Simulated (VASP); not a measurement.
A run of VASP 6.6.1:

INCAR

```
  PREC = Accurate
  ENCUT = 520
  EDIFF = 1E-6
  ISMEAR = -1
  SIGMA = 0.05
  LREAL = F
  LASPH = T
  NELM = 60
  ALGO = Normal
  ISIF = 2
  LWAVE = F
  LCHARG = F
  GGA = PE
  NBANDS = 51
```

Contents of KPOINTS:

```
Automatic mesh
0
Gamma
  7 7 4
```

The input POSCAR:

```
BaTiO3
1.0
    3.9998000000      0.0000000000      0.0000000000
    0.0000000000      3.9998000000      0.0000000000
    0.0000000000      0.0000000000      8.0360000000
Ba Ti O
2 2 6
Direct
    0.9993338700      0.0014896700      0.0020579800
    0.0006661300      0.9985103300      0.4979420200
    0.4893534700      0.4978615600      0.2399223900
    0.5106465300      0.5021384400      0.7420776100
    0.5027900500      0.5020959900      0.0107726400
    0.4972099500      0.4979040100      0.5052273600
    0.5056745700      0.0016777200      0.2580984100
    0.4943254300      0.9983222800      0.7569015900
    0.0077650300      0.4997120000      0.2626403600
    0.9922349700      0.5002880000      0.7523596400
```

Potentials or basis: VASP PAW PBE potentials, release 64 (Ba_sv, Ti_sv, O).

Run with:

```sh
$ cat potpaw_PBE.64/Ba_sv/POTCAR potpaw_PBE.64/Ti_sv/POTCAR potpaw_PBE.64/O/POTCAR > POTCAR
$ mpirun -np 1 vasp_std > vasp.out
```

Hardware: 1 thread of Intel Xeon 8259CL (shared host).

Q: Estimate the wall time of this run.

A: It took 21 min on 1 thread of Intel Xeon 8259CL, with other jobs on the host, peak memory 0.61 GiB. Counts: scf iterations 16, k points 99.
